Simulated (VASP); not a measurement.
SrO: dielectric tensor with PBE

SrO:

```
Sr O
1.0
     0.00000    2.57989    2.57989
     2.57989    0.00000    2.57989
     2.57989    2.57989    0.00000
Sr O
1 1
Direct
  0.50000 0.50000 0.50000
  0.00000 0.00000 0.00000
```

- Program: VASP 6.6.1
- Task: dielectric tensor
- Functional: PBE
- Potentials or basis: VASP PAW PBE potentials, release 64 (Sr_sv, O)
- Cutoff: 520 eV
- k mesh: 8 × 8 × 8
- Occupations: gaussian, width 0.01 eV
- Spin: no spin polarisation
- Dipole correction: no
- Further INCAR settings: ALGO = Normal; EDIFF = 1e-08

```
Band gap on the k mesh                  : 3.27 eV, indirect (least direct gap 3.37 eV)
Electronic dielectric tensor (diagonal) : 3.81
Born charges (mean of the diagonal)     : Sr +2.45; O -2.45 e
```

Levels at points of the mesh, in eV from the valence-band top:
```
           k point  band 4  band 5  band 6  band 7  band 8  band 9  band 10  band 11  band 12
(0.00, 0.00, 0.00)  -14.07  -14.07    0.00    0.00    0.00    3.91     6.19     6.19     6.19
(0.50, 0.00, 0.00)  -14.15  -12.89   -2.15   -1.12   -1.12    6.51     8.37     8.79     8.79
(0.50, 0.50, 0.00)  -14.43  -14.43   -0.45   -0.09   -0.09    3.27     7.73    10.11    10.29
```

Electronic dielectric tensor:
```
3.81 0.00 0.00
0.00 3.81 0.00
0.00 0.00 3.81
```

Born effective charge tensors (e):
atom 1, Sr
```
2.45 0.00 0.00
0.00 2.45 0.00
0.00 0.00 2.45
```
atom 2, O
```
-2.45  0.00  0.00
 0.00 -2.45  0.00
 0.00  0.00 -2.45
```

Wall time 8.2 min on 1 thread of AMD EPYC 7R43 64-Core Processor (Zen 3), on a shared host, peak memory 0.18 GiB.

A k mesh can miss the band edges. PBE gaps usually lie below the measured ones, often by a third to a half.
